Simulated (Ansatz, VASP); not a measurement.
# One calculation of SiC, two programs

```
Si C
1.0
     4.34800    0.00000    0.00000
     0.00000    2.17400   -2.17400
     0.00000   10.76464   10.76464
Si C
6 6
Cartesian
  0.0000 5.9784 5.9784
  2.1740 1.6304 -0.5436
  0.0000 1.6304 1.6304
  2.1740 3.8044 1.6304
  0.0000 3.8044 3.8044
  2.1740 5.9784 3.8044
  3.2610 2.7174 2.7174
  1.0870 4.8914 2.7174
  3.2610 4.8914 4.8914
  1.0870 7.0654 4.8914
  3.2610 0.5434 0.5434
  1.0870 2.7174 0.5434
```

Alike in both runs: task single point; functional r2SCAN; k mesh 6 × 9 × 3; occupations gaussian, width 0.05 eV; no spin polarisation.

```csv
,VASP,Ansatz
version,VASP 6.6.1,Ansatz 0.2.0
potentials or method,"VASP PAW PBE potentials, release 64 (Si, C), cutoff 520 eV","scalar-relativistic, plane waves, PAW"
valence electrons in the cell,48,48
```

```csv
,VASP,Ansatz,Ansatz less VASP
gap on the k mesh at the Fermi level (eV),0.48,0.50,+0.015
least direct gap on the mesh (eV),0.61,0.63,+0.014
rms of the force components (eV/Å),1.086,1.086,+0.0004
```

VASP's potentials were made for PBE, not for r2SCAN. Atom by atom the forces differ by 0.005 eV/Å (rms over components).
